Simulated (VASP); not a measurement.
Set up this calculation in VASP 6.6.1, as the native input.

| Quantity | Value |
| --- | --- |
| Task | single point |
| Functional | PBE |
| Potentials or basis | VASP PAW PBE potentials, release 64 (Te, Sn_d) |
| Cutoff | 520 eV |
| k mesh | 7 × 7 × 7 |
| Occupations | fermi-dirac, width 0.05 eV |
| Spin | no spin polarisation |
| Dipole correction | no |
| Further INCAR settings | ALGO = Normal; EDIFF = 1e-07; NBANDS = 17 |

The structure of SnTe lies in POSCAR:

```
SnTe
1.0
    0.0000000000      2.9277844056      2.9277844056
    2.9277844056      0.0000000000      2.9277844056
    2.9277844056      2.9277844056      0.0000000000
Te Sn
1 1
Direct
    0.5000000000      0.5000000000      0.5000000000
    0.0000000000      0.0000000000      0.0000000000
```

One way to write it, as run:

INCAR

```
ALGO = Normal ; EDIFF = 1E-7
ENCUT = 520 ; GGA = PE
ISIF = 2 ; ISMEAR = -1
LASPH = True ; LCHARG = False
LREAL = False ; LWAVE = False
NBANDS = 17 ; NELM = 60
PREC = Accurate ; SIGMA = 0.05
```

KPOINTS

```
k-points
0
Gamma
  7 7 7
```

Potentials or basis: VASP PAW PBE potentials, release 64 (Te, Sn_d).

Launch:

```sh
$ cat potpaw_PBE.64/Te/POTCAR potpaw_PBE.64/Sn_d/POTCAR > POTCAR
$ mpirun -np 1 vasp_std > vasp.out
```

Results of the run:

```json
{"Pressure": "20.0 GPa"}
```

Run time: 34 s on 1 thread of Intel Xeon 8259CL, on a shared host, peak memory 0.18 GiB.
